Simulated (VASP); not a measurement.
Set up this calculation in VASP 6.6.1, as the native input.

```
Task                   : single point
Functional             : PBE
Potentials or basis    : VASP PAW PBE potentials, release 64 (Mo_sv)
Cutoff                 : 500 eV
k mesh                 : 8 × 8 × 8
Occupations            : fermi-dirac, width 0.0125 eV
Spin                   : no spin polarisation
Dipole correction      : no
Further INCAR settings : ALGO = Normal; EDIFF = 1e-06; NBANDS = 13
```

The structure of Mo lies in POSCAR:

```
Mo
1.0
   -1.5695980000      1.5695980000      1.5695980000
    1.5695980000     -1.5695980000      1.5695980000
    1.5695980000      1.5695980000     -1.5695980000
Mo
1
Direct
    0.0000000000      0.0000000000      0.0000000000
```

The input as run:

INCAR

```
SYSTEM = Mo
PREC = Accurate
ENCUT = 500
EDIFF = 1E-6
ISMEAR = -1
SIGMA = 0.0125
LREAL = .FALSE.
LASPH = .TRUE.
NELM = 120
ALGO = Normal
ISIF = 2
LWAVE = .FALSE.
LCHARG = .TRUE.
GGA = PE
LELF = .TRUE.
LVHAR = .TRUE.
NBANDS = 13
GGA_COMPAT = .FALSE.
```

KPOINTS

```
regular mesh
0
G
  8 8 8
  0 0 0
```

Potentials or basis: VASP PAW PBE potentials, release 64 (Mo_sv).

The run is started by

```sh
$ cat potpaw_PBE.64/Mo_sv/POTCAR > POTCAR
$ mpirun -np 1 vasp_std > vasp.out
```

It gave:

| Quantity | Value |
| --- | --- |
| Pressure | 6.9 GPa |
| Band gap on the k mesh | zero (band 7 reaches 16.80 eV, above the bottom of band 8 at 11.37 eV) |

Wall time 10 s on 1 thread of Intel Xeon 8259CL, on a shared host, peak memory 0.12 GiB.
